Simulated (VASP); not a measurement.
Wanted: the native input for a VASP 6.6.1 run.

```
Task                   : single point
Functional             : PBEsol
Potentials or basis    : VASP PAW PBE potentials, release 64 (W_sv)
Cutoff                 : 520 eV
k mesh                 : 26 × 26 × 26
Occupations            : gaussian, width 0.15 eV
Spin                   : no spin polarisation
Dipole correction      : no
Further INCAR settings : ALGO = Fast; EDIFF = 1e-06; NBANDS = 13
```

The structure of W lies in POSCAR:

```
W
1.0
    0.0000000000      2.0589656399      1.9989957669
    2.0589656399      0.0000000000      1.9989957669
    2.0589656399      2.0589656399      0.0000000000
W
1
Direct
    0.0000000000      0.0000000000      0.0000000000
```

This cell differs from its parent crystal: strain +0.030 along x and y, +0.000 along z.

The input as run:

INCAR

```
SYSTEM = W
  PREC = Accurate
  ENCUT = 520
  EDIFF = 1E-6
  ISMEAR = 0
  SIGMA = 0.15
  LREAL = .FALSE.
  LASPH = .TRUE.
  NELM = 100
  ALGO = Fast
  ISIF = 2
  LWAVE = .FALSE.
  LCHARG = .FALSE.
  GGA = PS
  NBANDS = 13
```

KPOINTS

```
regular mesh
0
G
  26 26 26
  0 0 0
```

Potentials or basis: VASP PAW PBE potentials, release 64 (W_sv).

Launch:

```bash
$ cat potpaw_PBE.64/W_sv/POTCAR > POTCAR
$ mpirun -np 1 vasp_std > vasp.out
```

It gave:

* Pressure: -15.4 GPa
* Band gap on the k mesh: zero (bands 7 and 8 overlap by 3.76 eV)

Caveat: the cell differs from its parent crystal (strain +0.030 along x and y, +0.000 along z); the stress differs along the axes, from -22 to -12 GPa; the PAW data sets were made with another functional, which shifts forces and pressure a little; spin-orbit coupling is left out, which moves the levels of the heavy elements.

It took 3.7 min on 1 thread of AMD EPYC 7R13 Processor (Zen 3) (shared host), peak memory 0.35 GiB.
